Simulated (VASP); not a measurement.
Input of a VASP 6.6.1 run:

File INCAR:

```
SYSTEM = Cd2O3
  PREC = Accurate
  ENCUT = 520
  EDIFF = 1E-6
  ISMEAR = -1
  SIGMA = 0.06122561905347299
  LREAL = .FALSE.
  LASPH = .TRUE.
  NELM = 80
  ALGO = Normal
  ISIF = 2
  LWAVE = .FALSE.
  LCHARG = .TRUE.
  GGA = PE
  LELF = .TRUE.
  LVHAR = .TRUE.
  NBANDS = 53
```

Contents of KPOINTS:

```
regular mesh
0
G
  11 11 11
  0 0 0
```

The input POSCAR:

```
Cd2O3
1.0
    5.3750611399      0.0000000000      0.0000000000
    0.0000000000      5.3750611399      0.0000000000
    0.0000000000      0.0000000000      5.3750611399
Cd O
4 6
Direct
    0.2500000000      0.2500000000      0.2500000000
    0.7500000000      0.7500000000      0.2500000000
    0.7500000000      0.2500000000      0.7500000000
    0.2500000000      0.7500000000      0.7500000000
    0.5000000000      0.0000000000      0.0000000000
    0.0000000000      0.5000000000      0.0000000000
    0.0000000000      0.0000000000      0.5000000000
    0.5000000000      0.5000000000      0.0000000000
    0.5000000000      0.0000000000      0.5000000000
    0.0000000000      0.5000000000      0.5000000000
```

Potentials or basis: VASP PAW PBE potentials, release 64 (Cd, O).

Run with:

```bash
$ cat potpaw_PBE.64/Cd/POTCAR potpaw_PBE.64/O/POTCAR > POTCAR
$ mpirun -np 1 vasp_std > vasp.out
```

(1) What does it give for the pressure?

(2) What does it give for the band gap on the k mesh?

Answers

(1) -4.1 GPa.

(2) zero (bands 42 and 43 overlap by 0.73 eV).

Caveat: the cell stands under tension; semilocal functionals underestimate gaps, so a narrow gap can read as zero.
